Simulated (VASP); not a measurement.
# Ga (P6/mmm) in VASP: further runs

Runs on Ga. Level: PBE. Tasks: single point.

Everything below comes from runs of VASP 6.6.1. Logs are shortened: lines on timing, memory, paths and dates and some standing lists are left out, and cuts for length are marked.

**1. The cell of the first run**

The structure is hexagonal, space group P6/mmm (No. 191). Conventional cell: a = 4.643 Å, b = 4.643 Å, c = 2.976 Å, α = 90.00°, β = 90.00°, γ = 120.00°. Ga (site symmetry 6/mmm) has 14 Ga at 2.98 to 3.07 Å within 3.9 Å. Within 3.5 Å of Ga (site symmetry -6m2) lie 11 Ga at 2.68 to 3.07 Å.

**2. Single point, PBE (volume scaled by 0.96)**

Input file INCAR:

```
SYSTEM = Ga
PREC     = Accurate       ! precision mode
ENCUT    = 520            ! plane-wave cutoff, eV
EDIFF    = 1E-6           ! SCF threshold, eV
ISMEAR   = -1             ! smearing method
SIGMA    = 0.1            ! smearing width, eV
LREAL    = .False.        ! projectors in reciprocal space
LASPH    = .True.         ! aspherical terms in the spheres
NELM     = 60             ! most SCF steps
ALGO     = Normal         ! electronic algorithm
ISIF     = 2              ! what is computed and relaxed
LWAVE    = .False.        ! write WAVECAR
LCHARG   = .False.        ! write CHGCAR
GGA      = PE             ! functional
NBANDS   = 26             ! bands
```

Input file KPOINTS:

```
Automatic mesh
0
Gamma
  9 9 12
  0 0 0
```

Input file POSCAR:

```
Ga
1.0
    4.6434814804      0.0000000000      0.0000000000
   -2.3217407402      4.0213729241      0.0000000000
    0.0000000000      0.0000000000      2.9762444762
Ga
3
Direct
    1.0000000000      1.0000000000      0.0000000000
    0.3333333333      0.6666666667      0.5000000000
    0.6666666667      0.3333333333      0.5000000000
```

Potentials or basis: VASP PAW PBE potentials, release 64 (Ga_d).

Command:

```console
cat potpaw_PBE.64/Ga_d/POTCAR > POTCAR
mpirun -np 1 vasp_std > vasp.out
```

OUTCAR:

```text
SYSTEM = Ga
   PREC = Accurate
   ENCUT = 520
   EDIFF = 1E-6
   ISMEAR = -1
   LREAL = .False.
   LASPH = .True.
   NELM = 60
   ISIF = 2
   GGA = PE

 ion  position               nearest neighbor table
   1  0.000  0.000  0.000-
   2  0.333  0.667  0.500-   3 2.68   3 2.68   3 2.68
   3  0.667  0.333  0.500-   2 2.68   2 2.68   2 2.68

  LATTYP: Found a hexagonal cell.
 ALAT       =     4.6434814804
 C/A-ratio  =     0.6409510814

  Lattice vectors:

 A1 = (   4.6434814804,   0.0000000000,   0.0000000000)
 A2 = (  -2.3217407402,   4.0213729241,   0.0000000000)
 A3 = (   0.0000000000,   0.0000000000,   2.9762444762)

Analysis of symmetry for initial positions (statically):
=====================================================================
 Subroutine PRICEL returns:
 Original cell was already a primitive cell.

 Routine SETGRP: Setting up the symmetry group for a
 hexagonal supercell.

 Subroutine GETGRP returns: Found 24 space group operations
 (whereof 24 operations were pure point group operations)
 out of a pool of 24 trial point group operations.

The static configuration has the point symmetry D_6h.

Analysis of symmetry for dynamics (positions and initial velocities):
=====================================================================
 Subroutine PRICEL returns:
 Original cell was already a primitive cell.

 Routine SETGRP: Setting up the symmetry group for a
 hexagonal supercell.

 Subroutine GETGRP returns: Found 24 space group operations
 (whereof 24 operations were pure point group operations)
 out of a pool of 24 trial point group operations.

The dynamic configuration has the point symmetry D_6h.

 Subroutine INISYM returns: Found 24 space group operations
 (whereof 24 operations are pure point group operations),
 and found     1 'primitive' translations

----------------------------------------------------------------------------------------

                                     Primitive cell

  volume of cell :      55.5759

  direct lattice vectors                    reciprocal lattice vectors
     4.643481480  0.000000000  0.000000000     0.215355656  0.124335646  0.000000000
    -2.321740740  4.021372924  0.000000000     0.000000000  0.248671292  0.000000000
     0.000000000  0.000000000  2.976244476     0.000000000  0.000000000  0.335993904

  length of vectors
     4.643481480  4.643481480  2.976244476     0.248671292  0.248671292  0.335993904

  position of ions in fractional coordinates (direct lattice)
     0.000000000  0.000000000  0.000000000
     0.333333333  0.666666667  0.500000000
     0.666666667  0.333333333  0.500000000

  ion indices of the primitive-cell ions
   primitive index   ion index
                 1           1
                 2           2
                 3           3

----------------------------------------------------------------------------------------

 KPOINTS: Automatic mesh

Automatic generation of k-mesh.
 Grid dimensions read from file:
 generate k-points for:    9    9   12

 Generating k-lattice:

  Cartesian coordinates                     Fractional coordinates (reciprocal lattice)
     0.023928406  0.013815072  0.000000000     0.111111111  0.000000000  0.000000000
     0.000000000  0.027630144  0.000000000     0.000000000  0.111111111  0.000000000
     0.000000000  0.000000000  0.027999492     0.000000000  0.000000000  0.083333333

  Length of vectors
     0.027630144  0.027630144  0.027999492

  Shift w.r.t. Gamma in fractional coordinates (k-lattice)
     0.000000000  0.000000000  0.000000000

 Subroutine IBZKPT returns following result:
 ===========================================

 Found     84 irreducible k-points:

 Following reciprocal coordinates:
            Coordinates               Weight
  0.000000  0.000000  0.000000      1.000000
  0.111111  0.000000  0.000000      6.000000
  0.222222  0.000000  0.000000      6.000000
  0.333333  0.000000  0.000000      6.000000
  0.444444  0.000000  0.000000      6.000000
  0.111111  0.111111  0.000000      6.000000
[... 16 lines left out ...]
  0.333333  0.222222  0.083333     24.000000
  0.333333  0.333333  0.083333      4.000000
 [... further k-points ...]
   k-points           NKPTS =     84   k-points in BZ     NKDIM =     84   number of bands    NBANDS=     26
   number of dos      NEDOS =    301   number of ions     NIONS =      3
   total plane-waves  NPLWV =  31104
   dimension x,y,z NGX =    36 NGY =   36 NGZ =   24
   dimension x,y,z NGXF=    72 NGYF=   72 NGZF=   48
   ions per type =               3
   NGX,Y,Z   is equivalent  to a cutoff of  12.89, 12.89, 13.41 a.u.
   NGXF,Y,Z  is equivalent  to a cutoff of  25.78, 25.78, 26.81 a.u.
 SYSTEM =  Ga
   PREC   = accura    normal or accurate (medium, high low for compatibility)
   ISTART =      0    job   : 0-new  1-cont  2-samecut
   ICHARG =      2    charge: 1-file 2-atom 10-const
   ISPIN  =      1    spin polarized calculation?
   LNONCOLLINEAR =      F non collinear calculations
   LSORBIT =      F    spin-orbit coupling
   LASPH  =      T    aspherical Exc in radial PAW
   ENCUT  =  520.0 eV  38.22 Ry    6.18 a.u.   8.63  8.63  5.53*2*pi/ulx,y,z
   NELM   =     60;   NELMIN=  2; NELMDL= -5     # of ELM steps
   EDIFF  = 0.1E-05   stopping-criterion for ELM
   LREAL  =      F    real-space projection
   EDIFFG = 0.1E-04   stopping-criterion for IOM
   NSW    =      0    number of steps for IOM
   IBRION =     -1    ionic relax: 0-MD 1-quasi-New 2-CG
   NFREE  =      0    steps in history (QN), initial steepest desc. (CG)
   ISIF   =      2    stress and relaxation
   ISYM   =      2    0-nonsym 1-usesym 2-fastsym
   POTIM  = 0.5000    time-step for ionic-motion
   TEBEG  =    0.0;   TEEND  =   0.0 temperature during run
   PSTRESS=    0.0 pullay stress
   NELECT =      39.0000    total number of electrons
   NUPDOWN=      -1.0000    fix difference up-down
   EMIN   =  10.00;   EMAX   =-10.00  energy-range for DOS
   EFERMI =   0.00;   METHOD = LEGACY
   ISMEAR =    -1;   SIGMA  =   0.10  broadening in eV -4-tet -1-fermi 0-gaus
   EFERMI_NEDOS =   21; number of points for ismear=-14 and -15
   IALGO  =     38    algorithm
   IMIX   =      4    mixing-type and parameters
     AMIX     =   0.40;   BMIX     =  1.00
     AMIX_MAG =   1.60;   BMIX_MAG =  1.00
  volume/ion in A,a.u.               =      18.53       125.01
  Fermi-wavevector in a.u.,A,eV,Ry     =   1.454792  2.749158 28.795627  2.116419
  Thomas-Fermi vector in A             =   2.571901
   LORBIT       =      0    0 simple, 1 ext, 2 COOP (PROOUT), +10 PAW based schemes
   GGA     = PE    functional components
   LHFCALC =     F    Hartree Fock is set to
   AEXX    =    0.0000 exact exchange contribution
   IVDW    =     0    specifies the selected vdW correction
   LEPSILON=     F    determine dielectric tensor
   LRPA    =     F    only Hartree local field effects (RPA)
 non-spin polarized calculation
  energy-cutoff  :      520.00
  volume of cell :       55.58
 maximum number of plane-waves:      1517
 NGX is ok and might be reduce to    36
   NGX = 17   NGY = 17   NGZ = 11

 number of electron      38.9999986 magnetization

 Free energy of the ion-electron system (eV)
  ---------------------------------------------------
  ext. energy  EPLUGINS =         0.00000000
  ---------------------------------------------------
  free energy    TOTEN  =        -8.57448960 eV

  energy without entropy =       -8.52313370  energy(sigma->0) =       -8.54881165

 E-fermi :   5.6978     XC(G=0): -11.1020

 val. band max:        5.6872960669   @ k =   0.1111   0.1111   0.5000
 cond. band min:       5.7201805587   @ k =   0.3333   0.2222   0.1667
 fundamental gap:      0.0328844918
 Fermi energy:         5.6977969593

 k-point     1 :       0.0000    0.0000    0.0000
  band No.  band energies     occupation
      1      -9.3981      2.00000
      2      -9.2191      2.00000
      3      -9.2191      2.00000
      4      -9.1916      2.00000
      5      -9.1827      2.00000
      6      -9.1479      2.00000
[... 18 lines left out ...]
     25      17.8338      0.00000
     26      17.8773      0.00000

 k-point     2 :       0.1111    0.0000    0.0000
  band No.  band energies     occupation
      1      -9.3922      2.00000
      2      -9.2460      2.00000
      3      -9.2403      2.00000
      4      -9.1980      2.00000
      5      -9.1797      2.00000
      6      -9.1624      2.00000
[... 18 lines left out ...]
     25      17.3986      0.00000
     26      17.6027      0.00000

 k-point     3 :       0.2222    0.0000    0.0000
  band No.  band energies     occupation
      1      -9.3769      2.00000
      2      -9.2936      2.00000
      3      -9.2750      2.00000
      4      -9.2151      2.00000
      5      -9.1847      2.00000
      6      -9.1826      2.00000
[... 18 lines left out ...]
     25      16.0252      0.00000
     26      16.2738      0.00000

 k-point     4 :       0.3333    0.0000    0.0000
  band No.  band energies     occupation
      1      -9.3624      2.00000
      2      -9.3302      2.00000
      3      -9.3015      2.00000
      4      -9.2349      2.00000
      5      -9.1981      2.00000
      6      -9.1896      2.00000
[... 18 lines left out ...]
     25      14.7891      0.00000
     26      14.9855      0.00000
[... 496 lines left out ...]
      1      -9.3630      2.00000
      2      -9.3265      2.00000
      3      -9.3106      2.00000
      4      -9.2122      2.00000
      5      -9.2052      2.00000
      6      -9.1817      2.00000
[... 18 lines left out ...]
     25      13.7694      0.00000
     26      13.8168      0.00000

 k-point    23 :       0.3333    0.2222    0.0833
  band No.  band energies     occupation
      1      -9.3783      2.00000
      2      -9.3202      2.00000
      3      -9.3171      2.00000
      4      -9.2184      2.00000
      5      -9.2025      2.00000
      6      -9.1835      2.00000
[... 18 lines left out ...]
     25      13.9168      0.00000
     26      14.3362      0.00000

 k-point    24 :       0.3333    0.3333    0.0833
  band No.  band energies     occupation
      1      -9.3849      2.00000
      2      -9.3182      2.00000
      3      -9.3182      2.00000
      4      -9.2095      2.00000
      5      -9.1998      2.00000
      6      -9.1998      2.00000
[... 18 lines left out ...]
     25      15.0288      0.00000
     26      15.0297      0.00000

 [... further k-points ...]
[... 5 lines left out ...]
  --------------------------------------------------------------------------------------
  -------------------------------------------------------------------------------------
  Total        0.9055516      0.9055516      0.6335876      0.0000000      0.0000000      0.0000000
  in kB       26.1058067     26.1058067     18.2654599      0.0000000      0.0000000      0.0000000
  external PRESSURE =      23.4923577 kB  Pullay stress =       0.0000000 kB

 VOLUME and BASIS-vectors are now :
 -----------------------------------------------------------------------------
  energy-cutoff  :      520.00
  volume of cell :       55.58
      direct lattice vectors                 reciprocal lattice vectors
     4.643481480  0.000000000  0.000000000     0.215355656  0.124335646  0.000000000
    -2.321740740  4.021372924  0.000000000     0.000000000  0.248671292  0.000000000
     0.000000000  0.000000000  2.976244476     0.000000000  0.000000000  0.335993904

 POSITION                                       TOTAL-FORCE (eV/Angst)
 -----------------------------------------------------------------------------------
      0.00000      0.00000      0.00000        -0.000000      0.000000      0.000000
     -0.00000      2.68092      1.48812         0.000000      0.000000     -0.000000
      2.32174      1.34046      1.48812        -0.000000      0.000000      0.000000
 -----------------------------------------------------------------------------------
    total drift:                                0.000000      0.000000     -0.000000

  FREE ENERGIE OF THE ION-ELECTRON SYSTEM (eV)
  ---------------------------------------------------
  free  energy   TOTEN  =        -8.5744896022 eV

  energy  without entropy=       -8.5231336965  energy(sigma->0) =       -8.54881165
```

It took 45 s on 1 thread of AMD EPYC 9R45 (Zen 5), shared host; peak memory 0.2 GiB.

Results:

| Property | Result |
| --- | --- |
| Free energy | -8.5745 eV |
| Pressure | 2.3 GPa |

Stress tensor (GPa, compression positive):
```
2.61 0.00 0.00
0.00 2.61 0.00
0.00 0.00 1.83
```

Caveat: the cell differs from its parent crystal (volume scaled by 0.96).

**3. Single point, PBE**

This run uses another cell than the first one, of 19.30 Å³/atom, 1.042 times its volume.

Input file INCAR:

```
ALGO = Normal ; EDIFF = 1E-6
ENCUT = 520 ; GGA = PE
ISIF = 2 ; ISMEAR = -1
LASPH = T ; LCHARG = T
LELF = T ; LREAL = F
LVHAR = T ; LWAVE = F
NBANDS = 26 ; NELM = 60
PREC = Accurate ; SIGMA = 0.1
```

Input file KPOINTS:

```
k-points
0
Gamma
  9 9 12
```

Input file POSCAR:

```
Ga
1.0
    4.7070987211      0.0000000000      0.0000000000
   -2.3535493606      4.0764670706      0.0000000000
    0.0000000000      0.0000000000      3.0170200154
Ga
3
Direct
    1.0000000000      1.0000000000      0.0000000000
    0.3333333333      0.6666666667      0.5000000000
    0.6666666667      0.3333333333      0.5000000000
```

Potentials or basis: VASP PAW PBE potentials, release 64 (Ga_d).

Command:

```console
cat potpaw_PBE.64/Ga_d/POTCAR > POTCAR
mpirun -np 1 vasp_std > vasp.out
```

Run time: 48 s. Hardware: 1 thread of AMD EPYC 9R45 (Zen 5), shared host; peak memory 0.21 GiB.

The run converged. Its results:

| Item | Value |
| --- | --- |
| Free energy | -8.5929 eV |
| Pressure | 0.3 GPa |

Stress tensor (GPa, compression positive):
```
 0.44  0.00  0.00
 0.00  0.44  0.00
 0.00  0.00 -0.12
```

Levels at points of the mesh, in eV from the Fermi level:
```csv
k point,band 16,band 17,band 18,band 19,band 20,band 21,band 22,band 23
"(0.00, 0.00, 0.00)",-10.87,-2.62,-2.33,-1.11,-1.11,-0.91,-0.91,4.86
"(0.00, 0.00, 0.50)",-7.18,-6.01,1.22,1.32,1.32,1.68,1.71,2.11
```
